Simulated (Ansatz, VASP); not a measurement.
**ZnH6O in VASP and in Ansatz**

```
Zn O H
1.0
    10.50000    0.00000    0.00000
     0.00000   11.40000    0.00000
     0.00000    0.00000   11.80000
Zn O H
1 1 6
Direct
  0.50000 0.36779 0.55795
  0.50000 0.63771 0.37622
  0.39288 0.46115 0.50208
  0.60712 0.46115 0.50208
  0.50000 0.25638 0.62479
  0.42670 0.68872 0.38578
  0.57330 0.68872 0.38578
  0.50000 0.48658 0.48636
```

Alike in both runs: functional PBEsol; k mesh 1 × 1 × 1; occupations gaussian, width 0.05 eV; no spin polarisation.

Ansatz relaxed the structure, and its values are those at the end. VASP's run is a single point on that final structure, the one shown.

|  | VASP | Ansatz |
| --- | --- | --- |
| version | VASP 6.6.1 | Ansatz 0.2.0 |
| potentials or method | VASP PAW PBE potentials, release 64 (Zn, O, H), cutoff 520 eV | scalar-relativistic, plane waves, PAW |
| valence electrons in the cell | 24 | 24 |

|  | VASP | Ansatz | Ansatz less VASP |
| --- | --- | --- | --- |
| gap on the k mesh at the Fermi level (eV) | 4.29 | 4.28 | -0.007 |
| rms of the force components (eV/Å) | 0.045 | 0.007 | -0.0384 |

VASP's potentials were made for PBE, not for PBEsol. With one functional, cell and mesh, what is left measures potentials, basis and numerics. Ansatz's warnings: xc potential rough in thin density.
